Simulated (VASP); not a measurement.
Write the native input for VASP 6.6.1 that does the following.

* Task: relaxation of cell and atoms
* Functional: PBE
* Potentials or basis: VASP PAW PBE potentials, release 64 (Tl_d, O)
* Cutoff: 600 eV
* k mesh: 4 × 4 × 4
* Occupations: gaussian, width 0.1 eV
* Spin: no spin polarisation
* Dipole correction: no
* Further INCAR settings: ALGO = Normal; EDIFF = 1e-07; IBRION = 2; EDIFFG = -0.04; NSW = 90; ISIF = 3

The structure of TlO2 lies in POSCAR:

```
TlO2
1.0
    0.0000000000      3.8296305693      3.9261450980
    3.5448176910      0.0000000000      3.9261450980
    3.5448176910      3.8296305693      0.0000000000
Tl O
2 4
Direct
    0.2500000000      0.2500000000      0.7500000000
    0.7500000000      0.7500000000      0.2500000000
    0.3692137924      0.6307862076      0.3692137924
    0.6307862076      0.3692137924      0.6307862076
    0.8608805197      0.1391194803      0.8608805197
    0.1391194803      0.8608805197      0.1391194803
```

These files were run (other wordings do the same):

INCAR

```
SYSTEM = TlO2
  ALGO = Normal
  EDIFF = 1E-7
  EDIFFG = -0.04
  ENCUT = 600
  GGA = PE
  IBRION = 2
  ISIF = 3
  ISMEAR = 0
  LASPH = .TRUE.
  LCHARG = .FALSE.
  LREAL = .FALSE.
  LWAVE = .FALSE.
  NELM = 100
  NSW = 90
  PREC = Accurate
  SIGMA = 0.1
```

KPOINTS

```
k-points
0
G
  4 4 4
  0 0 0
```

Potentials or basis: VASP PAW PBE potentials, release 64 (Tl_d, O).

Run with:

```sh
$ cat potpaw_PBE.64/Tl_d/POTCAR potpaw_PBE.64/O/POTCAR > POTCAR
$ mpirun -np 1 vasp_std > vasp.out
```

It gave:

```
Relaxed volume                         : 22.89 Å³/atom
Relaxed cell                           : a = 6.150 Å, b = 5.591 Å, c = 5.743 Å, α = 65.71°, β = 55.95°, γ = 58.33°
Space group after relaxing (to 0.05 Å) : Pmmm (No. 47)
Energy gained by relaxing              : 491.4 meV/atom
Ionic steps                            : 13
Pressure after relaxing                : -0.2 GPa
Largest force after relaxing           : 0.021 eV/Å
Band gap on the k mesh                 : zero (band 25 reaches 1.70 eV, above the bottom of band 26 at 1.39 eV)
```

Caveat: the k points lie up to 0.33 Å⁻¹ apart in the final cell; the volume moved by over 15 % at a fixed basis, so the end points are rough; spin-orbit coupling is left out, which moves the levels of the heavy elements.

Wall time 22 min on 1 thread of Intel Xeon 8259CL, with other jobs on the host, peak memory 0.32 GiB.
